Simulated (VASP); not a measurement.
A run of VASP 6.6.1 is set up as follows.

Contents of INCAR:

```
SYSTEM = ZnH2
ALGO = Normal
EDIFF = 1E-7
ENCUT = 520
GGA = PE
ISIF = 2
ISMEAR = 0
LASPH = .TRUE.
LCHARG = .TRUE.
LELF = .TRUE.
LREAL = .FALSE.
LVHAR = .TRUE.
LWAVE = .FALSE.
NBANDS = 14
NELM = 100
PREC = Accurate
SIGMA = 0.1
```

Contents of KPOINTS:

```
k-points
0
G
  18 18 18
  0 0 0
```

File POSCAR:

```
ZnH2
1.0
    0.0000000000      2.2800853802      2.2800853802
    2.2800853802      0.0000000000      2.2800853802
    2.2800853802      2.2800853802      0.0000000000
Zn H
1 2
Direct
    0.7500000000      0.7500000000      0.7500000000
    0.0000000000      0.0000000000      0.0000000000
    0.2500000000      0.2500000000      0.2500000000
```

Potentials or basis: VASP PAW PBE potentials, release 64 (Zn, H).

Command:

```sh
$ cat potpaw_PBE.64/Zn/POTCAR potpaw_PBE.64/H/POTCAR > POTCAR
$ mpirun -np 1 vasp_std > vasp.out
```

(1) What does it give for the band gap on the k mesh?

(2) Predict the pressure.

## Answers

(1) zero (band 7 reaches 5.62 eV, above the bottom of band 8 at 1.22 eV).

(2) 0.0 GPa.
